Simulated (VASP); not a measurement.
Write the native input for VASP 6.6.1 that does the following.

| Property | Result |
| --- | --- |
| Task | relaxation of cell and atoms |
| Functional | LDA |
| Potentials or basis | VASP PAW LDA potentials, release 64 (Cd, Te) |
| Cutoff | 500 eV |
| k mesh | 10 × 10 × 10 |
| Occupations | gaussian, width 0.02 eV |
| Spin | no spin polarisation |
| Target pressure | 1e-06 GPa |
| Dipole correction | no |
| Further INCAR settings | ALGO = Normal; EDIFF = 1e-07; IBRION = 2; EDIFFG = -0.004; NSW = 70; ISIF = 3 |

The structure of CdTe lies in POSCAR:

```
CdTe
1.0
    0.0000000000      3.1938101471      3.1938101471
    3.1938101471      0.0000000000      3.1938101471
    3.1938101471      3.1938101471      0.0000000000
Cd Te
1 1
Direct
    0.0000000000      0.0000000000      0.0000000000
    0.2500000000      0.2500000000      0.2500000000
```

These files were run (other wordings do the same):

INCAR

```
SYSTEM = CdTe
PREC = Accurate
ENCUT = 500
EDIFF = 1E-7
ISMEAR = 0
SIGMA = 0.02
LREAL = .False.
LASPH = .True.
NELM = 120
ALGO = Normal
ISIF = 3
LWAVE = .False.
LCHARG = .False.
GGA = CA
IBRION = 2
NSW = 70
EDIFFG = -0.004
PSTRESS = 9.999999999999999e-06
GGA_COMPAT = .False.
NELMIN = 4
```

KPOINTS

```
Automatic mesh
0
Gamma
  10 10 10
  0 0 0
```

Potentials or basis: VASP PAW LDA potentials, release 64 (Cd, Te).

Launch:

```sh
$ cat potpaw_LDA.64/Cd/POTCAR potpaw_LDA.64/Te/POTCAR > POTCAR
$ mpirun -np 1 vasp_std > vasp.out
```

It gave:

```json
{
  "Relaxed volume": "33.09 Å³/atom",
  "Relaxed cell": "a = 4.540 Å, b = 4.540 Å, c = 4.540 Å, α = 60.00°, β = 60.00°, γ = 60.00°",
  "Space group after relaxing (to 0.1 Å)": "F-43m (No. 216)",
  "Energy change on relaxing (the run minimises the enthalpy)": "-1.2 meV/atom",
  "Ionic steps": "3",
  "Pressure after relaxing": "0.0 GPa",
  "Band gap on the k mesh": "0.64 eV"
}
```

Caveat: the cell is relaxed towards a set pressure, so the run minimises the enthalpy, not the energy; spin-orbit coupling is left out, which moves the levels of the heavy elements.

Wall time 110 s on 1 thread of Intel Xeon 8259CL, on a shared host, peak memory 0.21 GiB.
